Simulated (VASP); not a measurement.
The system is AlB2Sb3.

```
CELL_PARAMETERS angstrom
6.52469 0.00000 0.00000
-3.26235 5.65055 0.00000
0.00000 0.00000 3.32246
ATOMIC_POSITIONS crystal
Al 0.00000 0.00000 0.00000
B 0.33333 0.66667 0.50000
B 0.66667 0.33333 0.50000
Sb 0.50000 0.00000 0.00000
Sb 0.00000 0.50000 0.00000
Sb 0.50000 0.50000 0.00000
```

* Program: VASP 6.6.1
* Task: relaxation of cell and atoms
* Functional: PBE
* Potentials or basis: VASP PAW PBE potentials, release 64 (Al, B, Sb)
* Cutoff: 600 eV
* k mesh: 3 × 3 × 6
* Occupations: gaussian, width 0.1 eV
* Spin: no spin polarisation

At the start: pressure -0.1 GPa; volume 20.42 Å³/atom.

Task: Where does the relaxation end?

Result: Over 5 steps the energy falls by 13.6 meV/atom and the volume is 20.22 Å³/atom (-0.9 %); space group P6/mmm (No. 191, to 0.05 Å).

Step by step:
```csv
step,energy change (eV),largest force (eV/Å),pressure (GPa),volume (Å³)
1,0.0000,0.0000,-0.05,122.49
2,-0.0771,0.0000,-0.46,122.33
3,-0.0807,0.0000,-0.41,122.28
4,-0.0808,0.0000,-0.40,122.28
5,-0.0817,0.0000,0.09,121.34
```

Final structure:
```cif
data_structure
_symmetry_space_group_name_H-M 'P 1'
_symmetry_Int_Tables_number 1
_cell_length_a 6.5963
_cell_length_b 6.5963
_cell_length_c 3.2201
_cell_angle_alpha 90.000
_cell_angle_beta 90.000
_cell_angle_gamma 120.000
_cell_volume 121.34
loop_
_atom_site_label
_atom_site_type_symbol
_atom_site_fract_x
_atom_site_fract_y
_atom_site_fract_z
_atom_site_occupancy
Al1 Al 0.00000 0.00000 0.00000 1
B1 B 0.33333 0.66667 0.50000 1
B2 B 0.66667 0.33333 0.50000 1
Sb1 Sb 0.50000 0.00000 0.00000 1
Sb2 Sb 0.00000 0.50000 0.00000 1
Sb3 Sb 0.50000 0.50000 0.00000 1
```

Caveat: the k points lie up to 0.37 Å⁻¹ apart in the final cell.
